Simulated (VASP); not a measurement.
A run of VASP 6.6.1:

The input INCAR:

```
PREC = Accurate ; ENCUT = 520
EDIFF = 1E-6 ; ISMEAR = -1
SIGMA = 0.06122561905347299 ; LREAL = F
LASPH = T ; NELM = 80
ALGO = Normal ; ISIF = 2
LWAVE = F ; LCHARG = F
GGA = PE ; NBANDS = 12
```

KPOINTS

```
Automatic mesh
0
Gamma
  15 15 15
```

Contents of POSCAR:

```
Nb
1.0
    0.0000000000      2.1368487698      2.1368487698
    2.1368487698      0.0000000000      2.1368487698
    2.1368487698      2.1368487698      0.0000000000
Nb
1
Direct
    0.0000000000      0.0000000000      0.0000000000
```

Potentials or basis: VASP PAW PBE potentials, release 64 (Nb_sv).

Launch:

```sh
$ cat potpaw_PBE.64/Nb_sv/POTCAR > POTCAR
$ mpirun -np 1 vasp_std > vasp.out
```

Hardware: 1 thread of Intel(R) Xeon(R) Platinum 8488C (Sapphire Rapids) (shared host).

**Question.** Estimate the wall time of this run.

**Answer.** Run time: 12 s on 1 thread of Intel(R) Xeon(R) Platinum 8488C (Sapphire Rapids), on a shared host, peak memory 0.15 GiB. Counts: scf iterations 12, k points 120.
